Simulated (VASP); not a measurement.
A run of VASP 6.6.1 is set up as follows.

File INCAR:

```
SYSTEM = Si
ALGO = Normal
EDIFF = 1E-7
ENCUT = 520
ISIF = 2
ISMEAR = 0
LASPH = .TRUE.
LCHARG = .FALSE.
LREAL = .FALSE.
LWAVE = .FALSE.
NBANDS = 16
NELM = 60
PREC = Accurate
SIGMA = 0.03
```

Contents of KPOINTS:

```
k-points
0
G
  10 10 10
  0 0 0
```

POSCAR

```
Si
1.0
   -3.3012718583      3.3012718583      1.9083649480
    3.3012718583     -3.3012718583      1.9083649480
    3.3012718583      3.3012718583     -1.9083649480
Si
4
Direct
    0.1788433299      0.1788433299      0.3576866599
    0.8211566701      0.8211566701      0.6423133401
    0.1788433299      0.8211566701      0.0000000000
    0.8211566701      0.1788433299      0.0000000000
```

Potentials or basis: VASP PAW LDA potentials, release 64 (Si).

Launch:

```console
$ cat potpaw_LDA.64/Si/POTCAR > POTCAR
$ mpirun -np 1 vasp_std > vasp.out
```

Task: What does it give for the band gap on the k mesh?

Result: 0.20 eV, indirect (least direct gap 0.26 eV).

Task: Estimate the pressure.

Result: 0.1 GPa.

Stress tensor (GPa, compression positive):
```
 0.09  0.00  0.00
 0.00  0.09  0.00
 0.00  0.00 -0.01
```

A k mesh can miss the band edges.
